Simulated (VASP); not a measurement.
# Ca (Fm-3m) in VASP: further runs

Ca is run at these levels: LDA, PBEsol, PBE, r2SCAN; tasks: single point.

All numbers are computed with VASP 6.6.1; they aren't measurements. Logs are shortened: lines on timing, memory, paths and dates and some standing lists are left out, and cuts for length are marked.

## (1) The cell of the first run

The structure is cubic, space group Fm-3m (No. 225). The conventional cell has a = 5.513 Å, b = 5.513 Å, c = 5.513 Å, α = 90.00°, β = 90.00°, γ = 90.00°. Ca (site symmetry m-3m) has 12 Ca at 3.90 Å within 5.1 Å.

## (2) Single point, LDA (41.89 Å³/atom)

The input, INCAR:

```
SYSTEM = Ca
ALGO = Normal ; EDIFF = 1E-6
ENCUT = 500 ; GGA_COMPAT = .FALSE.
ISIF = 2 ; ISMEAR = -1
LASPH = .TRUE. ; LCHARG = .FALSE.
LREAL = .FALSE. ; LWAVE = .FALSE.
NBANDS = 11 ; NELM = 120
PREC = Accurate ; SIGMA = 0.08
```

The input, KPOINTS:

```
k-points
0
G
  11 11 11
  0 0 0
```

The input, POSCAR:

```
Ca
1.0
    0.0000000000      2.7564359112      2.7564359112
    2.7564359112      0.0000000000      2.7564359112
    2.7564359112      2.7564359112      0.0000000000
Ca
1
Direct
    0.0000000000      0.0000000000      0.0000000000
```

Potentials or basis: VASP PAW LDA potentials, release 64 (Ca_sv).

Started as:

```console
cat potpaw_LDA.64/Ca_sv/POTCAR > POTCAR
mpirun -np 1 vasp_std > vasp.out
```

OUTCAR:

```text
SYSTEM = Ca
   EDIFF = 1E-6
   ENCUT = 500
   ISIF = 2
   ISMEAR = -1
   LASPH = .TRUE.
   LREAL = .FALSE.
   NELM = 120
   PREC = Accurate

 ion  position               nearest neighbor table
   1  0.000  0.000  0.000-

  LATTYP: Found a face centered cubic cell.
 ALAT       =     5.5128718224

  Lattice vectors:

 A1 = (   0.0000000000,   2.7564359112,   2.7564359112)
 A2 = (   2.7564359112,   0.0000000000,   2.7564359112)
 A3 = (   2.7564359112,   2.7564359112,   0.0000000000)

Analysis of symmetry for initial positions (statically):
=====================================================================
 Subroutine PRICEL returns:
 Original cell was already a primitive cell.

 Routine SETGRP: Setting up the symmetry group for a
 face centered cubic supercell.

 Subroutine GETGRP returns: Found 48 space group operations
 (whereof 48 operations were pure point group operations)
 out of a pool of 48 trial point group operations.

The static configuration has the point symmetry O_h .

Analysis of symmetry for dynamics (positions and initial velocities):
=====================================================================
 Subroutine PRICEL returns:
 Original cell was already a primitive cell.

 Routine SETGRP: Setting up the symmetry group for a
 face centered cubic supercell.

 Subroutine GETGRP returns: Found 48 space group operations
 (whereof 48 operations were pure point group operations)
 out of a pool of 48 trial point group operations.

The dynamic configuration has the point symmetry O_h .

 Subroutine INISYM returns: Found 48 space group operations
 (whereof 48 operations are pure point group operations),
 and found     1 'primitive' translations

----------------------------------------------------------------------------------------

                                     Primitive cell

  volume of cell :      41.8865

  direct lattice vectors                    reciprocal lattice vectors
     0.000000000  2.756435911  2.756435911    -0.181393661  0.181393661  0.181393661
     2.756435911  0.000000000  2.756435911     0.181393661 -0.181393661  0.181393661
     2.756435911  2.756435911  0.000000000     0.181393661  0.181393661 -0.181393661

  length of vectors
     3.898189049  3.898189049  3.898189049     0.314183036  0.314183036  0.314183036

  position of ions in fractional coordinates (direct lattice)
     0.000000000  0.000000000  0.000000000

  ion indices of the primitive-cell ions
   primitive index   ion index
                 1           1

----------------------------------------------------------------------------------------

 KPOINTS: k-points

Automatic generation of k-mesh.
 Grid dimensions read from file:
 generate k-points for:   11   11   11

 Generating k-lattice:

  Cartesian coordinates                     Fractional coordinates (reciprocal lattice)
    -0.016490333  0.016490333  0.016490333     0.090909091  0.000000000  0.000000000
     0.016490333 -0.016490333  0.016490333     0.000000000  0.090909091  0.000000000
     0.016490333  0.016490333 -0.016490333     0.000000000  0.000000000  0.090909091

  Length of vectors
     0.028562094  0.028562094  0.028562094

  Shift w.r.t. Gamma in fractional coordinates (k-lattice)
     0.000000000  0.000000000  0.000000000

 Subroutine IBZKPT returns following result:
 ===========================================

 Found     56 irreducible k-points:

 Following reciprocal coordinates:
            Coordinates               Weight
  0.000000  0.000000  0.000000      1.000000
  0.090909  0.000000  0.000000      8.000000
  0.181818  0.000000  0.000000      8.000000
  0.272727  0.000000  0.000000      8.000000
  0.363636  0.000000  0.000000      8.000000
  0.454545  0.000000  0.000000      8.000000
[... 16 lines left out ...]
 -0.272727  0.181818  0.000000     24.000000
 -0.181818  0.181818  0.000000     12.000000
 [... further k-points ...]
   k-points           NKPTS =     56   k-points in BZ     NKDIM =     56   number of bands    NBANDS=     11
   number of dos      NEDOS =    301   number of ions     NIONS =      1
   total plane-waves  NPLWV =  21952
   dimension x,y,z NGX =    28 NGY =   28 NGZ =   28
   dimension x,y,z NGXF=    56 NGYF=   56 NGZF=   56
   ions per type =               1
   NGX,Y,Z   is equivalent  to a cutoff of  11.94, 11.94, 11.94 a.u.
   NGXF,Y,Z  is equivalent  to a cutoff of  23.88, 23.88, 23.88 a.u.
 SYSTEM =  Ca
   PREC   = accura    normal or accurate (medium, high low for compatibility)
   ISTART =      0    job   : 0-new  1-cont  2-samecut
   ICHARG =      2    charge: 1-file 2-atom 10-const
   ISPIN  =      1    spin polarized calculation?
   LNONCOLLINEAR =      F non collinear calculations
   LSORBIT =      F    spin-orbit coupling
   LASPH  =      T    aspherical Exc in radial PAW
   ENCUT  =  500.0 eV  36.75 Ry    6.06 a.u.   7.11  7.11  7.11*2*pi/ulx,y,z
   NELM   =    120;   NELMIN=  2; NELMDL= -5     # of ELM steps
   EDIFF  = 0.1E-05   stopping-criterion for ELM
   LREAL  =      F    real-space projection
   EDIFFG = 0.1E-04   stopping-criterion for IOM
   NSW    =      0    number of steps for IOM
   IBRION =     -1    ionic relax: 0-MD 1-quasi-New 2-CG
   NFREE  =      0    steps in history (QN), initial steepest desc. (CG)
   ISIF   =      2    stress and relaxation
   ISYM   =      2    0-nonsym 1-usesym 2-fastsym
   POTIM  = 0.5000    time-step for ionic-motion
   TEBEG  =    0.0;   TEEND  =   0.0 temperature during run
   PSTRESS=    0.0 pullay stress
   NELECT =      10.0000    total number of electrons
   NUPDOWN=      -1.0000    fix difference up-down
   EMIN   =  10.00;   EMAX   =-10.00  energy-range for DOS
   EFERMI =   0.00;   METHOD = LEGACY
   ISMEAR =    -1;   SIGMA  =   0.08  broadening in eV -4-tet -1-fermi 0-gaus
   EFERMI_NEDOS =   21; number of points for ismear=-14 and -15
   IALGO  =     38    algorithm
   IMIX   =      4    mixing-type and parameters
     AMIX     =   0.40;   BMIX     =  1.00
     AMIX_MAG =   1.60;   BMIX_MAG =  1.00
  volume/ion in A,a.u.               =      41.89       282.66
  Fermi-wavevector in a.u.,A,eV,Ry     =   1.015587  1.919180 14.033267  1.031416
  Thomas-Fermi vector in A             =   2.148881
   LORBIT       =      0    0 simple, 1 ext, 2 COOP (PROOUT), +10 PAW based schemes
   GGA     = CA    functional components
   LHFCALC =     F    Hartree Fock is set to
   AEXX    =    0.0000 exact exchange contribution
   IVDW    =     0    specifies the selected vdW correction
   LEPSILON=     F    determine dielectric tensor
   LRPA    =     F    only Hartree local field effects (RPA)
 non-spin polarized calculation
  energy-cutoff  :      500.00
  volume of cell :       41.89
 maximum number of plane-waves:      1074
   NGX = 15   NGY = 15   NGZ = 15

 number of electron      10.0000000 magnetization

 number of electron       9.9999998 magnetization

 Free energy of the ion-electron system (eV)
  ---------------------------------------------------
  ext. energy  EPLUGINS =         0.00000000
  ---------------------------------------------------
  free energy    TOTEN  =        -2.19993268 eV

  energy without entropy =       -2.17338265  energy(sigma->0) =       -2.18665766

 E-fermi :   1.8115     XC(G=0):  -7.9880

 val. band max:        1.7673821087   @ k =  -0.4545   0.1818   0.0000
 cond. band min:       1.8177026599   @ k =  -0.3636   0.3636   0.0909
 fundamental gap:      0.0503205512
 Fermi energy:         1.8115034711

 k-point     1 :       0.0000    0.0000    0.0000
  band No.  band energies     occupation
      1     -39.7340      2.00000
      2     -20.9419      2.00000
      3     -20.9419      2.00000
      4     -20.9419      2.00000
      5      -2.2208      2.00000
      6       4.0340      0.00000
      7       4.0340      0.00000
      8       4.0340      0.00000
      9       5.1079      0.00000
     10       5.1079      0.00000
     11      11.0522      0.00000

 k-point     2 :       0.0909    0.0000    0.0000
  band No.  band energies     occupation
      1     -39.7328      2.00000
      2     -20.9538      2.00000
      3     -20.9435      2.00000
      4     -20.9435      2.00000
      5      -2.0780      2.00000
      6       3.8892      0.00000
      7       4.0873      0.00000
      8       4.0873      0.00000
      9       5.0639      0.00000
     10       5.0639      0.00000
     11      11.2039      0.00000

 k-point     3 :       0.1818    0.0000    0.0000
  band No.  band energies     occupation
      1     -39.7296      2.00000
      2     -20.9858      2.00000
      3     -20.9479      2.00000
      4     -20.9479      2.00000
      5      -1.6619      2.00000
      6       3.5184      0.00000
      7       4.1803      0.00000
      8       4.1803      0.00000
      9       5.0238      0.00000
     10       5.0238      0.00000
     11      10.3133      0.00000

 k-point     4 :       0.2727    0.0000    0.0000
  band No.  band energies     occupation
      1     -39.7254      2.00000
      2     -21.0273      2.00000
      3     -20.9536      2.00000
      4     -20.9536      2.00000
      5      -1.0110      2.00000
      6       3.0283      0.00000
      7       4.1518      0.00000
      8       4.1518      0.00000
      9       5.1864      0.00000
     10       5.1864      0.00000
     11       8.8697      0.00000

 k-point     5 :       0.3636    0.0000    0.0000
  band No.  band energies     occupation
      1     -39.7215      2.00000
      2     -21.0651      2.00000
      3     -20.9589      2.00000
      4     -20.9589      2.00000
      5      -0.2012      2.00000
      6       2.4668      0.00055
      7       4.0291      0.00000
      8       4.0291      0.00000
      9       5.5100      0.00000
     10       5.5100      0.00000
     11       7.6932      0.00000
[... 211 lines left out ...]
 k-point    21 :      -0.4545    0.1818    0.0000
  band No.  band energies     occupation
      1     -39.7170      2.00000
      2     -21.0756      2.00000
      3     -20.9912      2.00000
      4     -20.9710      2.00000
      5       1.2266      1.99867
      6       1.7674      1.26897
      7       3.4086      0.00000
      8       4.2684      0.00000
      9       5.7590      0.00000
     10       6.0141      0.00000
     11       6.7265      0.00000

 k-point    22 :      -0.3636    0.1818    0.0000
  band No.  band energies     occupation
      1     -39.7178      2.00000
      2     -21.0683      2.00000
      3     -20.9942      2.00000
      4     -20.9659      2.00000
      5       0.7722      2.00000
      6       2.1774      0.02042
      7       3.3838      0.00000
      8       4.2708      0.00000
      9       5.4290      0.00000
     10       6.0845      0.00000
     11       7.1499      0.00000

 k-point    23 :      -0.2727    0.1818    0.0000
  band No.  band energies     occupation
      1     -39.7204      2.00000
      2     -21.0482      2.00000
      3     -20.9895      2.00000
      4     -20.9589      2.00000
      5      -0.0487      2.00000
      6       2.7193      0.00002
      7       3.4996      0.00000
      8       4.3699      0.00000
      9       4.9947      0.00000
     10       5.9338      0.00000
     11       8.1316      0.00000

 k-point    24 :      -0.1818    0.1818    0.0000
  band No.  band energies     occupation
      1     -39.7240      2.00000
      2     -21.0236      2.00000
      3     -20.9764      2.00000
      4     -20.9524      2.00000
      5      -0.7921      2.00000
      6       3.0646      0.00000
      7       3.8074      0.00000
      8       4.5462      0.00000
      9       4.6033      0.00000
     10       5.6013      0.00000
     11       9.2751      0.00000

 [... further k-points ...]

------------------------ aborting loop because EDIFF is reached ----------------------------------------

  FORCE on cell =-STRESS in cart. coord.  units (eV):
  Direction    XX          YY          ZZ          XY          YZ          ZX
  --------------------------------------------------------------------------------------
  -------------------------------------------------------------------------------------
  Total       -0.4191003     -0.4191003     -0.4191003      0.0000000      0.0000000      0.0000000
  in kB      -16.0307862    -16.0307862    -16.0307862      0.0000000      0.0000000      0.0000000
  external PRESSURE =     -16.0307862 kB  Pullay stress =       0.0000000 kB

 VOLUME and BASIS-vectors are now :
 -----------------------------------------------------------------------------
  energy-cutoff  :      500.00
  volume of cell :       41.89
      direct lattice vectors                 reciprocal lattice vectors
     0.000000000  2.756435911  2.756435911    -0.181393661  0.181393661  0.181393661
     2.756435911  0.000000000  2.756435911     0.181393661 -0.181393661  0.181393661
     2.756435911  2.756435911  0.000000000     0.181393661  0.181393661 -0.181393661

 POSITION                                       TOTAL-FORCE (eV/Angst)
 -----------------------------------------------------------------------------------
      0.00000      0.00000      0.00000         0.000000      0.000000      0.000000
 -----------------------------------------------------------------------------------
    total drift:                               -0.000000     -0.000000     -0.000000

  FREE ENERGIE OF THE ION-ELECTRON SYSTEM (eV)
  ---------------------------------------------------
  free  energy   TOTEN  =        -2.1999326783 eV

  energy  without entropy=       -2.1733826509  energy(sigma->0) =       -2.18665766
```

It took 7.2 s on 1 thread of Intel Xeon 6975P-C (Granite Rapids), shared host; peak memory 0.15 GiB.

Results:

| Item | Value |
| --- | --- |
| Free energy | -2.1999 eV |
| Pressure | -1.6 GPa |
| Band gap on the k mesh | zero (bands 5 and 6 overlap by 0.20 eV) |

(Part 1 of 2 ends here.)

The gap in the log of VASP goes by the Fermi energy; the results here count the filled bands.